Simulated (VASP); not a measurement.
# CdS in VASP: notebook

CdS is run at these levels: PBE0, PBE; tasks: single point.

Everything below comes from runs of VASP 6.6.1. Logs are shortened: lines on timing, memory, paths and dates and some standing lists are left out, and cuts for length are marked.

**1. The cell of the first run**

The structure is cubic, space group F-43m (No. 216). The conventional cell has a = 5.833 Å, b = 5.833 Å, c = 5.833 Å, α = 90.00°, β = 90.00°, γ = 90.00°. Within 3.3 Å of Cd (site symmetry -43m) lie 4 S at 2.53 Å. Within 3.3 Å of S (site symmetry -43m) lie 4 Cd at 2.53 Å.

**2. Single point, PBE0**

Contents of POSCAR:

```
CdS
1.0
    0.0000000000      2.9165000000      2.9165000000
    2.9165000000      0.0000000000      2.9165000000
    2.9165000000      2.9165000000      0.0000000000
Cd S
1 1
Direct
    0.0000000000      0.0000000000      0.0000000000
    0.7500000000      0.7500000000      0.7500000000
```

Contents of INCAR.step1:

```
  PREC = Accurate
  ENCUT = 520
  EDIFF = 1E-5
  ISMEAR = -1
  SIGMA = 0.05
  LREAL = F
  LASPH = T
  NELM = 60
  ALGO = Normal
  ISIF = 2
  LWAVE = T
  LCHARG = F
  GGA = PE
  NBANDS = 16
```

Contents of INCAR.step2:

```
  PREC = Accurate
  ENCUT = 520
  EDIFF = 1E-6
  ISMEAR = -1
  SIGMA = 0.05
  LREAL = F
  LASPH = T
  NELM = 60
  ALGO = Normal
  ISIF = 2
  LWAVE = F
  LCHARG = F
  GGA = PE
  LHFCALC = T
  AEXX = 0.25
  PRECFOCK = Normal
  ISTART = 1
  NBANDS = 16
```

Contents of KPOINTS:

```
regular mesh
0
Gamma
  6 6 6
```

Potentials or basis: VASP PAW PBE potentials, release 64 (Cd, S).

The run is started by

```console
$ cat potpaw_PBE.64/Cd/POTCAR potpaw_PBE.64/S/POTCAR > POTCAR
$ cp INCAR.step1 INCAR
$ mpirun -np 1 vasp_std > vasp.out
$ cp INCAR.step2 INCAR
$ mpirun -np 1 vasp_std > vasp.out
```

OUTCAR:

```text
PREC = Accurate
   ENCUT = 520
   EDIFF = 1E-6
   ISMEAR = -1
   LREAL = F
   LASPH = T
   NELM = 60
   ISIF = 2
   GGA = PE
   LHFCALC = T
   AEXX = 0.25
   PRECFOCK = Normal
   ISTART = 1

 ion  position               nearest neighbor table
   1  0.000  0.000  0.000-   2 2.53   2 2.53   2 2.53   2 2.53
   2  0.750  0.750  0.750-   1 2.53   1 2.53   1 2.53   1 2.53

  LATTYP: Found a face centered cubic cell.
 ALAT       =     5.8330000000

  Lattice vectors:

 A1 = (   0.0000000000,   2.9165000000,   2.9165000000)
 A2 = (   2.9165000000,   0.0000000000,   2.9165000000)
 A3 = (   2.9165000000,   2.9165000000,   0.0000000000)

Analysis of symmetry for initial positions (statically):
=====================================================================
 Subroutine PRICEL returns:
 Original cell was already a primitive cell.

 Routine SETGRP: Setting up the symmetry group for a
 face centered cubic supercell.

 Subroutine GETGRP returns: Found 24 space group operations
 (whereof 24 operations were pure point group operations)
 out of a pool of 48 trial point group operations.

The static configuration has the point symmetry T_d .

Analysis of symmetry for dynamics (positions and initial velocities):
=====================================================================
 Subroutine PRICEL returns:
 Original cell was already a primitive cell.

 Routine SETGRP: Setting up the symmetry group for a
 face centered cubic supercell.

 Subroutine GETGRP returns: Found 24 space group operations
 (whereof 24 operations were pure point group operations)
 out of a pool of 48 trial point group operations.

The dynamic configuration has the point symmetry T_d .

 Subroutine INISYM returns: Found 24 space group operations
 (whereof 24 operations are pure point group operations),
 and found     1 'primitive' translations

----------------------------------------------------------------------------------------

                                     Primitive cell

  volume of cell :      49.6153

  direct lattice vectors                    reciprocal lattice vectors
     0.000000000  2.916500000  2.916500000    -0.171438368  0.171438368  0.171438368
[... 80 lines left out ...]
   NSW    =      0    number of steps for IOM
   IBRION =     -1    ionic relax: 0-MD 1-quasi-New 2-CG
   NFREE  =      0    steps in history (QN), initial steepest desc. (CG)
   ISIF   =      2    stress and relaxation
   ISYM   =      3    0-nonsym 1-usesym 2-fastsym
   POTIM  = 0.5000    time-step for ionic-motion
   TEBEG  =    0.0;   TEEND  =   0.0 temperature during run
   PSTRESS=    0.0 pullay stress
   NELECT =      18.0000    total number of electrons
   NUPDOWN=      -1.0000    fix difference up-down
   EMIN   =  10.00;   EMAX   =-10.00  energy-range for DOS
   EFERMI =   0.00;   METHOD = LEGACY
   ISMEAR =    -1;   SIGMA  =   0.05  broadening in eV -4-tet -1-fermi 0-gaus
   EFERMI_NEDOS =   21; number of points for ismear=-14 and -15
   IALGO  =     38    algorithm
   IMIX   =      1    mixing-type and parameters
     AMIX     =   0.40;   BMIX     =  1.00
     AMIX_MAG =   1.60;   BMIX_MAG =  1.00
  volume/ion in A,a.u.               =      24.81       167.41
  Fermi-wavevector in a.u.,A,eV,Ry     =   1.167599  2.206442 18.548649  1.363287
  Thomas-Fermi vector in A             =   2.304097
   LORBIT       =      0    0 simple, 1 ext, 2 COOP (PROOUT), +10 PAW based schemes
   GGA     = PE    functional components
   LHFCALC =     T    Hartree Fock is set to
   PRECFOCK=normal    Normal, Fast or Accurate (Low or Medium for compatibility)
   ENCUT4O =  -1.0   cutoff for four orbital integrals eV
   NKREDX  =     1    reduce k-point grid by
   NKREDY  =     1    reduce k-point grid by
   NKREDZ  =     1    reduce k-point grid by
   AEXX    =    0.2500 exact exchange contribution
   HFSCREEN=    0.0000 screening length (either q_TF or 0.3 A-1)
   HFSCREENC=   0.0000 screening length for correlation (either q_TF or 0.3 A-1)
   ENCUTFOCK=  -1.0 apply spherical cutoff to Coloumb kernel
   IVDW    =     0    specifies the selected vdW correction
   LEPSILON=     F    determine dielectric tensor
   LRPA    =     F    only Hartree local field effects (RPA)
 non-spin polarized calculation
  energy-cutoff  :      520.00
  volume of cell :       49.62
 maximum number of plane-waves:      1363
 NGX is ok and might be reduce to    32
  NGX = 24; NGY = 24; NGZ = 24

 number of electron      18.0000004 magnetization

 Free energy of the ion-electron system (eV)
  ---------------------------------------------------
  ext. energy  EPLUGINS =         0.00000000
  ---------------------------------------------------
  free energy    TOTEN  =        -8.17839135 eV

  energy without entropy =       -8.17839135  energy(sigma->0) =       -8.17839135

 E-fermi :   1.3168     XC(G=0):  -7.2203

 val. band max:        0.2938154787   @ k =   0.0000   0.0000   0.0000
 cond. band min:       3.1266273618   @ k =   0.0000   0.0000   0.0000
 fundamental gap:      2.8328118831
 Fermi energy:         1.3168331544

 k-point     1 :       0.0000    0.0000    0.0000
  band No.  band energies     occupation
      1     -13.3350      2.00000
      2      -8.6093      2.00000
      3      -8.6093      2.00000
      4      -8.6093      2.00000
      5      -8.1233      2.00000
      6      -8.1233      2.00000
[... 281 lines left out ...]
      3      -8.3406      2.00000
      4      -8.2054      2.00000
      5      -8.0837      2.00000
      6      -7.4827      2.00000
[... 8 lines left out ...]
     15      15.7241      0.00000
     16      15.7812      0.00000

------------------------ aborting loop because EDIFF is reached ----------------------------------------

  FORCE on cell =-STRESS in cart. coord.  units (eV):
  Direction    XX          YY          ZZ          XY          YZ          ZX
  --------------------------------------------------------------------------------------
  -------------------------------------------------------------------------------------
  Total        0.5665441      0.5665441      0.5665441     -0.0000000      0.0000000      0.0000000
  in kB       18.2948281     18.2948281     18.2948281     -0.0000000      0.0000000      0.0000000
  external PRESSURE =      18.2948281 kB  Pullay stress =       0.0000000 kB

 VOLUME and BASIS-vectors are now :
 -----------------------------------------------------------------------------
  energy-cutoff  :      520.00
  volume of cell :       49.62
      direct lattice vectors                 reciprocal lattice vectors
     0.000000000  2.916500000  2.916500000    -0.171438368  0.171438368  0.171438368
     2.916500000  0.000000000  2.916500000     0.171438368 -0.171438368  0.171438368
     2.916500000  2.916500000  0.000000000     0.171438368  0.171438368 -0.171438368

 POSITION                                       TOTAL-FORCE (eV/Angst)
 -----------------------------------------------------------------------------------
      0.00000      0.00000      0.00000         0.000000      0.000000      0.000000
      4.37475      4.37475      4.37475        -0.000000     -0.000000     -0.000000
 -----------------------------------------------------------------------------------
    total drift:                               -0.000067     -0.000058     -0.000042

  FREE ENERGIE OF THE ION-ELECTRON SYSTEM (eV)
  ---------------------------------------------------
  free  energy   TOTEN  =        -8.1783913459 eV

  energy  without entropy=       -8.1783913458  energy(sigma->0) =       -8.17839135
```

OUTCAR.step1:

```text
PREC = Accurate
   ENCUT = 520
   EDIFF = 1E-5
   ISMEAR = -1
   LREAL = F
[... 515 lines left out ...]
      0.00000      0.00000      0.00000        -0.000000     -0.000000     -0.000000
      4.37475      4.37475      4.37475         0.000000      0.000000      0.000000
 -----------------------------------------------------------------------------------
    total drift:                                0.000000      0.000000      0.000000

  FREE ENERGIE OF THE ION-ELECTRON SYSTEM (eV)
  ---------------------------------------------------
  free  energy   TOTEN  =        -6.1190586813 eV

  energy  without entropy=       -6.1190584617  energy(sigma->0) =       -6.11905857
```

Wall time 1.8 h (1 thread of AMD EPYC 7R13 (Zen 3), shared host); peak memory 0.17 GiB.

Results:

```
Free energy            : -8.1784 eV
Pressure               : 1.8 GPa
Band gap on the k mesh : 2.83 eV
```

Levels at points of the mesh, in eV from the valence-band top:
```
           k point  band 6  band 7  band 8  band 9  band 10  band 11  band 12  band 13
(0.00, 0.00, 0.00)   -8.42    0.00    0.00    0.00     2.83     8.44     8.44     8.44
(0.50, 0.00, 0.00)   -8.00   -4.76   -0.82   -0.82     4.81     8.88     8.88     9.40
(0.50, 0.50, 0.00)   -7.92   -4.28   -2.05   -2.05     5.14     6.19    11.29    13.03
```

Caveat: the PAW data sets were made with another functional, which shifts forces and pressure a little.

**3. Single point, PBE (atoms moved at random)**

Contents of INCAR:

```
SYSTEM = CdS
ALGO = Normal
EDIFF = 1E-7
ENCUT = 450
ISIF = 2
ISMEAR = 0
LASPH = .True.
LCHARG = .False.
LREAL = .False.
LWAVE = .False.
NELM = 100
PREC = Accurate
SIGMA = 0.02
```

Contents of KPOINTS:

```
k-points
0
Gamma
  7 7 7
```

Contents of POSCAR:

```
CdS
1.0
    0.0000000000      2.9165000000      2.9165000000
    2.9165000000      0.0000000000      2.9165000000
    2.9165000000      2.9165000000      0.0000000000
Cd S
1 1
Direct
   -0.0002600000     -0.0014860000      0.0027000000
    0.7430660000      0.7532230000      0.7515430000
```

Potentials or basis: VASP PAW PBE potentials, release 64 (Cd, S).

The run is started by

```console
$ cat potpaw_PBE.64/Cd/POTCAR potpaw_PBE.64/S/POTCAR > POTCAR
$ mpirun -np 1 vasp_std > vasp.out
```

OUTCAR:

```text
SYSTEM = CdS
   EDIFF = 1E-7
   ENCUT = 450
   ISIF = 2
   ISMEAR = 0
   LASPH = .True.
   LREAL = .False.
   NELM = 100
   PREC = Accurate

 Found    172 irreducible k-points:

 Following reciprocal coordinates:
            Coordinates               Weight
  0.000000  0.000000  0.000000      1.000000
  0.142857  0.000000  0.000000      2.000000
  0.000000  0.142857  0.000000      2.000000
  0.000000  0.000000  0.142857      2.000000
  0.142857  0.142857  0.142857      2.000000
  0.285714  0.000000  0.000000      2.000000
   k-points           NKPTS =    172   k-points in BZ     NKDIM =    172   number of bands    NBANDS=     13
   number of dos      NEDOS =    301   number of ions     NIONS =      2
   total plane-waves  NPLWV =  27000
   dimension x,y,z NGX =    30 NGY =   30 NGZ =   30
   dimension x,y,z NGXF=    60 NGYF=   60 NGZF=   60
   ions per type =               1   1
   NGX,Y,Z   is equivalent  to a cutoff of  12.09, 12.09, 12.09 a.u.
   NGXF,Y,Z  is equivalent  to a cutoff of  24.18, 24.18, 24.18 a.u.
 SYSTEM =  CdS
   PREC   = accura    normal or accurate (medium, high low for compatibility)
   ISTART =      0    job   : 0-new  1-cont  2-samecut
   ICHARG =      2    charge: 1-file 2-atom 10-const
   ISPIN  =      1    spin polarized calculation?
   LNONCOLLINEAR =      F non collinear calculations
   LSORBIT =      F    spin-orbit coupling
   LASPH  =      T    aspherical Exc in radial PAW
   ENCUT  =  450.0 eV  33.07 Ry    5.75 a.u.   7.13  7.13  7.13*2*pi/ulx,y,z
   NELM   =    100;   NELMIN=  2; NELMDL= -5     # of ELM steps
   EDIFF  = 0.1E-06   stopping-criterion for ELM
   LREAL  =      F    real-space projection
   EDIFFG = 0.1E-05   stopping-criterion for IOM
   NSW    =      0    number of steps for IOM
   IBRION =     -1    ionic relax: 0-MD 1-quasi-New 2-CG
   NFREE  =      0    steps in history (QN), initial steepest desc. (CG)
   ISIF   =      2    stress and relaxation
   ISYM   =      2    0-nonsym 1-usesym 2-fastsym
   POTIM  = 0.5000    time-step for ionic-motion
   TEBEG  =    0.0;   TEEND  =   0.0 temperature during run

   SCALEE = 1.0000    scale energy and forces
   PSTRESS=    0.0 pullay stress
   NELECT =      18.0000    total number of electrons
   NUPDOWN=      -1.0000    fix difference up-down
   EMIN   =  10.00;   EMAX   =-10.00  energy-range for DOS
   EFERMI =   0.00;   METHOD = LEGACY
   ISMEAR =     0;   SIGMA  =   0.02  broadening in eV -4-tet -1-fermi 0-gaus
   EFERMI_NEDOS =   21; number of points for ismear=-14 and -15
   IALGO  =     38    algorithm
   IMIX   =      4    mixing-type and parameters
[... 23 lines left out ...]

 number of electron      18.0000003 magnetization

 Free energy of the ion-electron system (eV)
  ---------------------------------------------------
  ext. energy  EPLUGINS =         0.00000000
  ---------------------------------------------------
  free energy    TOTEN  =        -6.11807219 eV

  energy without entropy =       -6.11807219  energy(sigma->0) =       -6.11807219

 E-fermi :   1.4648     XC(G=0):  -9.1494

 val. band max:        1.3215291892   @ k =   0.0000   0.0000   0.0000
 cond. band min:       2.4649016639   @ k =   0.0000   0.0000   0.0000
 fundamental gap:      1.1433724747
 Fermi energy:         1.4648183129

 k-point     1 :       0.0000    0.0000    0.0000
  band No.  band energies     occupation
      1     -11.0559      2.00000
      2      -6.4339      2.00000
      3      -6.4115      2.00000
      4      -6.3981      2.00000
      5      -5.9347      2.00000
      6      -5.9345      2.00000
      7       1.3061      2.00000
      8       1.3171      2.00000
      9       1.3215      2.00000
     10       2.4649      0.00000
     11       7.8546      0.00000
     12       7.8595      0.00000
     13       7.8723      0.00000
[... 66 lines left out ...]
  band No.  band energies     occupation
      1     -10.7923      2.00000
      2      -6.3210      2.00000
      3      -6.3116      2.00000
      4      -6.0967      2.00000
      5      -5.9283      2.00000
      6      -5.9270      2.00000
      7      -1.6154      2.00000
      8       0.8164      2.00000
      9       0.8387      2.00000
     10       4.2321      0.00000
     11       7.7925      0.00000
     12       8.3937      0.00000
     13       8.4415      0.00000

 [... further k-points ...]

------------------------ aborting loop because EDIFF is reached ----------------------------------------

  FORCE on cell =-STRESS in cart. coord.  units (eV):
  Direction    XX          YY          ZZ          XY          YZ          ZX
  --------------------------------------------------------------------------------------
  -------------------------------------------------------------------------------------
  Total        0.9567831      0.9525726      0.9575866     -0.0462714      0.0775883     -0.1664638
  in kB       30.8964200     30.7604531     30.9223658     -1.4941957      2.5054797     -5.3754444
  external PRESSURE =      30.8597463 kB  Pullay stress =       0.0000000 kB

 VOLUME and BASIS-vectors are now :
 -----------------------------------------------------------------------------
  energy-cutoff  :      450.00
  volume of cell :       49.62
      direct lattice vectors                 reciprocal lattice vectors
     0.000000000  2.916500000  2.916500000    -0.171438368  0.171438368  0.171438368
     2.916500000  0.000000000  2.916500000     0.171438368 -0.171438368  0.171438368
     2.916500000  2.916500000  0.000000000     0.171438368  0.171438368 -0.171438368

 POSITION                                       TOTAL-FORCE (eV/Angst)
 -----------------------------------------------------------------------------------
      2.92004      2.92362      5.82791         0.057077     -0.121071     -0.034925
      4.38865      4.35903      4.36393        -0.057077      0.121071      0.034925
 -----------------------------------------------------------------------------------
    total drift:                               -0.000043     -0.000245      0.000105

  FREE ENERGIE OF THE ION-ELECTRON SYSTEM (eV)
  ---------------------------------------------------
  free  energy   TOTEN  =        -6.1180721949 eV

  energy  without entropy=       -6.1180721949  energy(sigma->0) =       -6.11807219
```

It took 2.1 min on 1 thread of Intel Xeon Platinum 8488C (Sapphire Rapids), shared host; peak memory 0.24 GiB.

What came out:

```yaml
Free_energy: -6.1181 eV
Pressure: 3.1 GPa
Largest_force: 0.138 eV/Å
Band_gap_on_the_k_mesh: 1.14 eV
```

Forces in eV/Å, atoms in the order of the input:
```
Cd   0.057 -0.121 -0.035
S   -0.057  0.121  0.035
```

Levels at points of the mesh, in eV from the valence-band top:
```tsv
k point	band 7	band 8	band 9	band 10	band 11	band 12
(0.00, 0.00, 0.00)	-0.02	0.00	0.00	1.14	6.53	6.54
```

Caveat: the cell differs from its parent crystal (atoms moved at random); the cell stands under pressure.
